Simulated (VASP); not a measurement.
# ReS (Pm-3m) in VASP: settings compared, part 2 of 2

VASP 6.6.1.

## Step 5: Single point, PBE, collinear spin

This run uses another cell than the first one: it holds 4 atoms, not 2.

Contents of INCAR:

```
SYSTEM = ReS
PREC = Accurate
ENCUT = 520
EDIFF = 1E-7
ISMEAR = 0
SIGMA = 0.1
LREAL = .FALSE.
LASPH = .TRUE.
NELM = 150
ALGO = Normal
ISIF = 2
LWAVE = .FALSE.
LCHARG = .FALSE.
ISPIN = 2
MAGMOM = 2 -2 0 0
LORBIT = 11
LMAXMIX = 4
GGA = PE
NBANDS = 25
```

Contents of KPOINTS:

```
regular mesh
0
G
  14 14 7
  0 0 0
```

Contents of POSCAR:

```
ReS
1.0
    2.9755249397      0.0000000000      0.0000000000
    0.0000000000      2.9755249397      0.0000000000
    0.0000000000      0.0000000000      5.9510498793
Re S
2 2
Direct
    1.0000000000      0.0000000000      0.0000000000
    1.0000000000      0.0000000000      0.5000000000
    0.5000000000      0.5000000000      0.2500000000
    0.5000000000      0.5000000000      0.7500000000
```

Potentials or basis: VASP PAW PBE potentials, release 64 (Re, S).

The run is started by

```bash
cat potpaw_PBE.64/Re/POTCAR potpaw_PBE.64/S/POTCAR > POTCAR
mpirun -np 1 vasp_std > vasp.out
```

OUTCAR:

```text
SYSTEM = ReS
   PREC = Accurate
   ENCUT = 520
   EDIFF = 1E-7
   ISMEAR = 0
   LREAL = .FALSE.
   LASPH = .TRUE.
   NELM = 150
   ISIF = 2
   ISPIN = 2
   LORBIT = 11
   GGA = PE

 ion  position               nearest neighbor table
   1  0.000  0.000  0.000-   3 2.58   4 2.58   3 2.58   4 2.58   3 2.58   4 2.58   3 2.58   4 2.58
                             2 2.98   2 2.98
   2  0.000  0.000  0.500-   3 2.58   4 2.58   3 2.58   4 2.58   3 2.58   4 2.58   3 2.58   4 2.58
                             1 2.98   1 2.98
   3  0.500  0.500  0.250-   1 2.58   2 2.58   1 2.58   2 2.58   1 2.58   2 2.58   1 2.58   2 2.58

   4  0.500  0.500  0.750-   1 2.58   2 2.58   1 2.58   2 2.58   1 2.58   2 2.58   1 2.58   2 2.58

  LATTYP: Found a simple tetragonal cell.
 ALAT       =     2.9755249397
 C/A-ratio  =     2.0000000000

[... 1604 lines left out ...]

 POSITION                                       TOTAL-FORCE (eV/Angst)
 -----------------------------------------------------------------------------------
      0.00000      0.00000      0.00000        -0.000000      0.000000     -0.000000
      0.00000      0.00000      2.97552        -0.000000      0.000000     -0.000000
      1.48776      1.48776      1.48776         0.000000     -0.000000      0.000000
      1.48776      1.48776      4.46329         0.000000     -0.000000     -0.000000
 -----------------------------------------------------------------------------------
    total drift:                                0.000000     -0.000000     -0.000000

  FREE ENERGIE OF THE ION-ELECTRON SYSTEM (eV)
  ---------------------------------------------------
  free  energy   TOTEN  =       -31.2531678075 eV

  energy  without entropy=      -31.2401583667  energy(sigma->0) =      -31.24666309

 total charge

# of ion       s       p       d       tot
------------------------------------------
    1        0.461   0.525   4.954   5.940
    2        0.461   0.525   4.954   5.940
    3        1.349   2.223   0.000   3.572
    4        1.349   2.223   0.000   3.572
--------------------------------------------------
tot          3.621   5.496   9.907  19.024

 magnetization (x)

# of ion       s       p       d       tot
------------------------------------------
    1        0.000  -0.000   0.000   0.000
    2       -0.000   0.000  -0.000  -0.000
    3        0.000   0.000   0.000   0.000
    4        0.000   0.000   0.000   0.000
--------------------------------------------------
tot          0.000   0.000   0.000   0.000
```

OSZICAR:

```text
N       E                     dE             d eps       ncg     rms          rms(c)
DAV:   1     0.985727322930E+02    0.98573E+02   -0.12345E+04 28580   0.118E+03
DAV:   2    -0.259317078997E+02   -0.12450E+03   -0.11467E+03 26878   0.326E+02
DAV:   3    -0.318742510803E+02   -0.59425E+01   -0.57744E+01 25102   0.104E+02
DAV:   4    -0.319913568051E+02   -0.11711E+00   -0.11599E+00 24312   0.104E+01
[... 12 lines left out ...]
DAV:  17    -0.312531675841E+02    0.22706E-06   -0.42479E-08 10206   0.451E-03    0.411E-03
DAV:  18    -0.313098876139E+02   -0.56720E-01   -0.55609E-01  9927   0.630E-03    0.483E-02
DAV:  19    -0.312531677506E+02    0.56720E-01   -0.56452E-01  9712   0.491E-02    0.173E-03
DAV:  20    -0.312531678535E+02   -0.10294E-06   -0.19838E-08  9400   0.487E-03    0.280E-03
DAV:  21    -0.312531678075E+02    0.45954E-07   -0.15311E-08  9209   0.255E-03
   1 F= -.31253168E+02 E0= -.31246663E+02  d E =-.130094E-01  mag=    -0.0000
```

stdout:

```text
POSCAR found type information on POSCAR ReS
 POSCAR found :  2 types and       4 ions
 scaLAPACK will be used
 LDA part: xc-table for (Slater+PW92), standard interpolation
 POSCAR, INCAR and KPOINTS ok, starting setup
 FFT: planning ... GRIDC
 FFT: planning ... GRID_SOFT
 FFT: planning ... GRID
 WAVECAR not read
 entering main loop
```

Run time: 5.5 min. Hardware: 1 thread of AMD EPYC 9R45 (Zen 5), shared host; peak memory 0.36 GiB.

What came out:

| Item | Value |
| --- | --- |
| Free energy | -31.2532 eV |
| Pressure | 0.9 GPa |
| Band gap on the k mesh | zero (filled and empty bands overlap) |
| Net moment | 0.00 μB per cell |
| Valence electrons inside the program's atomic spheres | Re 5.94; S 3.57 |

Levels at points of the mesh, in eV from the Fermi level:
Spin up:
| k point | band 11 | band 12 | band 13 | band 14 | band 15 | band 16 |
| --- | --- | --- | --- | --- | --- | --- |
| (0.00, 0.00, 0.00) | -2.96 | 0.00 | 0.00 | 0.00 | 0.56 | 1.63 |
| (0.50, 0.00, 0.00) | -2.12 | -1.50 | -0.18 | 0.56 | 1.62 | 2.20 |
| (0.50, 0.50, 0.00) | -1.50 | -0.18 | 2.06 | 2.06 | 2.06 | 2.20 |
Spin down:
| k point | band 10 | band 11 | band 12 | band 13 | band 14 | band 15 | band 16 | band 17 |
| --- | --- | --- | --- | --- | --- | --- | --- | --- |
| (0.00, 0.00, 0.00) | -2.96 | -2.96 | 0.00 | 0.00 | 0.00 | 0.56 | 1.62 | 2.15 |
| (0.50, 0.00, 0.00) | -2.12 | -2.12 | -1.50 | -0.18 | 0.56 | 1.62 | 2.20 | 3.91 |
| (0.50, 0.50, 0.00) | -2.12 | -1.50 | -0.18 | 2.06 | 2.06 | 2.06 | 2.20 | 2.35 |

Caveat: spin-orbit coupling is left out, which moves the levels of the heavy elements.

## Step 6: Overview

| task | level | spin | cell | k mesh | cutoff (eV) | gap on the mesh (eV) | pressure (GPa) |
| --- | --- | --- | --- | --- | --- | --- | --- |
| single point | PBE | off | a = 2.976 Å, 2 atoms, atomic positions A | 14 × 14 × 14 | 520 | none | 0.9 |
| single point | r2SCAN | off | a = 2.976 Å, 2 atoms, atomic positions A | 14 × 14 × 14 | 520 | none | -2.8 |
| relaxation of cell and atoms | PBE | off | relaxed from a = 2.976 Å, 2 atoms, atomic positions A | 14 × 14 × 14 | 600 | none | 0.0 |
| single point | PBE | collinear | a = 2.976, b = 2.976, c = 5.951 Å, 4 atoms, atomic positions B | 14 × 14 × 7 | 520 | none | 0.9 |

Alike in all rows: potentials or basis VASP PAW PBE potentials, release 64 (Re, S); smearing gaussian 0.1 eV.

Caveats: spin-orbit coupling is left out, which moves the levels of the heavy elements; the PAW data sets were made with another functional, which shifts forces and pressure a little (at least some runs).

Absolute energies hang on the potentials; compare differences alone.
